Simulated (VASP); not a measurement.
Wanted: the native input for a VASP 6.6.1 run.

```yaml
Task: single point
Functional: HSE06
Potentials_or_basis: VASP PAW PBE potentials, release 64 (Si, O)
Cutoff: 520 eV
k_mesh: 4 × 4 × 6
Occupations: gaussian, width 0.01 eV
Spin: no spin polarisation
Dipole_correction: no
Grid_for_exact_exchange_PRECFOCK: Fast
Further_INCAR_settings: ALGO = Normal; EDIFF = 1e-06; NBANDS = 25
Share_of_exact_exchange: 0.25
Screening_parameter: 0.2079 1/Å
```

SiO2:

```
Si O
1.0
     4.26889    0.00000    0.00000
     0.00000    4.26889    0.00000
     0.00000    0.00000    2.72222
Si O
2 4
Direct
  0.00000 0.00000 0.00000
  0.50000 0.50000 0.50000
  0.30840 0.30840 0.00000
  0.19160 0.80840 0.50000
  0.80840 0.19160 0.50000
  0.69160 0.69160 0.00000
```

This cell differs from its parent crystal: strain +2.0%.

One way to write it, as run:

POSCAR

```
SiO2
1.0
    4.2688925746      0.0000000000      0.0000000000
    0.0000000000      4.2688925746      0.0000000000
    0.0000000000      0.0000000000      2.7222166888
Si O
2 4
Direct
    0.0000000000      0.0000000000      0.0000000000
    0.5000000000      0.5000000000      0.5000000000
    0.3084021612      0.3084021612      0.0000000000
    0.1915978388      0.8084021612      0.5000000000
    0.8084021612      0.1915978388      0.5000000000
    0.6915978388      0.6915978388      0.0000000000
```

INCAR.step1

```
  PREC = Accurate
  ENCUT = 520
  EDIFF = 1E-5
  ISMEAR = 0
  SIGMA = 0.01
  LREAL = False
  LASPH = True
  NELM = 100
  ALGO = Normal
  ISIF = 2
  LWAVE = True
  LCHARG = False
  NBANDS = 25
  GGA = PE
  KPAR = 4
```

INCAR.step2

```
  PREC = Accurate
  ENCUT = 520
  EDIFF = 1E-6
  ISMEAR = 0
  SIGMA = 0.01
  LREAL = False
  LASPH = True
  NELM = 100
  ALGO = Normal
  ISIF = 2
  LWAVE = False
  LCHARG = False
  GGA = PE
  LHFCALC = True
  HFSCREEN = 0.2079
  PRECFOCK = Fast
  NBANDS = 25
  ISTART = 1
  KPAR = 4
```

KPOINTS

```
regular mesh
0
Gamma
  4 4 6
```

Potentials or basis: VASP PAW PBE potentials, release 64 (Si, O).

The run is started by

```console
$ cat potpaw_PBE.64/Si/POTCAR potpaw_PBE.64/O/POTCAR > POTCAR
$ cp INCAR.step1 INCAR
$ mpirun -np 4 vasp_std > vasp.out
$ cp INCAR.step2 INCAR
$ mpirun -np 4 vasp_std > vasp.out
```

It gave:

The pressure is -18.4 GPa. The largest force is 0.049 eV/Å and the band gap on the k mesh is 6.63 eV.

Caveat: the cell differs from its parent crystal (strain +2.0%); the stress differs along the axes, from -23 to -16 GPa; the structure was generated, so it needn't be the stable form of SiO2; the PAW data sets were made with another functional, which shifts forces and pressure a little.

Wall time 7.4 min on 4 MPI ranks on Intel(R) Xeon(R) Platinum 8259CL CPU @ 2.50GHz (Skylake/Cascade Lake), with other jobs on the host, peak memory 0.27 GiB a rank.
